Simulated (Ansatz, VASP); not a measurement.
**Hf2Cl in VASP and in Ansatz**

```
CELL_PARAMETERS angstrom
-1.56582 1.56582 6.59514
1.56582 -1.56582 6.59514
1.56582 1.56582 -6.59514
ATOMIC_POSITIONS crystal
Hf 0.67316 0.67316 0.00000
Hf 0.32684 0.32684 0.00000
Cl 0.00000 0.00000 0.00000
```

Alike in both runs: functional PBE; k mesh 6 × 6 × 6; occupations gaussian, width 0.1 eV; no spin polarisation.

Ansatz relaxed the structure, and its values are those at the end. VASP's run is a single point on that final structure, the one shown.

|  | VASP | Ansatz |
| --- | --- | --- |
| version | VASP 6.6.1 | Ansatz 0.2.0 |
| potentials or method | VASP PAW PBE potentials, release 64 (Hf_pv, Cl), cutoff 520 eV | scalar-relativistic, plane waves, PAW |
| valence electrons in the cell | 27 | 59 |

|  | VASP | Ansatz | Ansatz less VASP |
| --- | --- | --- | --- |
| gap on the k mesh at the Fermi level (eV) | none | none | - |
| pressure (GPa) | -0.6 | 0.0 | +0.53 |
| rms of the force components (eV/Å) | 0.031 | 0.000 | -0.0302 |

A gap of «none» marks a metal or a gap that the smearing closes. VASP's potentials hold 27 valence electrons a cell and Ansatz's 59, so a difference there can come from the potentials and not from the codes.

The k mesh is coarse, so the values compare programs but aren't converged. Spin-orbit coupling is off throughout.
